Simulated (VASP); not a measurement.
Crystal: Rh.

```
Rh
1.0
     2.63680    0.00000    0.00000
    -1.31840    2.28353    0.00000
     0.00000    0.00000    8.61847
Rh
4
Direct
  0.66667 0.33333 0.75000
  0.00000 0.00000 0.50000
  0.33333 0.66667 0.25000
  0.00000 0.00000 0.00000
```

Base run:

```yaml
Program: VASP 6.6.1
Functional: r2SCAN
Potentials_or_basis: VASP PAW PBE potentials, release 64 (Rh_sv_GW)
Cutoff: 580 eV
k_mesh: 11 × 11 × 3
Occupations: fermi-dirac, width 0.05 eV
Spin: no spin polarisation
```

Its results: band gap on the k mesh zero (band 34 reaches 12.45 eV, above the bottom of band 35 at 10.56 eV); pressure 17.0 GPa.

Problem. The run is repeated on the same cell with these changes: potentials or basis from VASP PAW PBE potentials, release 64 (Rh_sv_GW) to VASP PAW PBE potentials, release 64 (Rh_pv); cutoff from 580 eV to 520 eV; further incar settings from ALGO = Normal; EDIFF = 1e-06; NBANDS = 42 to ALGO = Normal; EDIFF = 1e-07; NBANDS = 38; valence electrons from 68 to 60. What comes out?

Solution. Band gap on the k mesh zero (band 30 reaches 13.57 eV, above the bottom of band 31 at 11.68 eV); pressure 20.4 GPa.

Caveats: the PAW data sets were made with another functional, which shifts forces and pressure a little.
